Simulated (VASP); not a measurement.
The system is PtS2.

```
CELL_PARAMETERS angstrom
3.54320 0.00000 0.00000
-1.77160 3.06850 0.00000
0.00000 0.00000 5.03880
ATOMIC_POSITIONS crystal
Pt 0.99943 0.99349 0.01005
S 0.66718 0.33107 0.77169
S 0.33506 0.67148 0.23435
```

This cell differs from its parent crystal: atoms moved at random.

Base run:

* Program: VASP 6.6.1
* Functional: PBE
* Potentials or basis: VASP PAW PBE potentials, release 64 (Pt, S)
* Cutoff: 520 eV
* k mesh: 9 × 9 × 5
* Occupations: fermi-dirac, width 0.05 eV
* Spin: no spin polarisation

Its results: band gap on the k mesh 0.90 eV, indirect (least direct gap 1.04 eV); pressure 9.3 GPa; largest force 1.347 eV/Å.

Q: The run is repeated on the same cell with these changes: functional from PBE to PBEsol; further incar settings from ALGO = Normal; EDIFF = 1e-06; NBANDS = 18 to ALGO = Normal; EDIFF = 1e-07; NBANDS = 18. What comes out?

A: Band gap on the k mesh 0.83 eV, indirect (least direct gap 0.96 eV); pressure 4.3 GPa; largest force 1.083 eV/Å.

Caveats: spin-orbit coupling is left out, which moves the levels of the heavy elements; forces of over 1 eV/Å act on the atoms, so gaps and moduli don't describe the material at rest (some runs); the PAW data sets were made with another functional, which shifts forces and pressure a little (some runs).

A k mesh can miss the band edges.
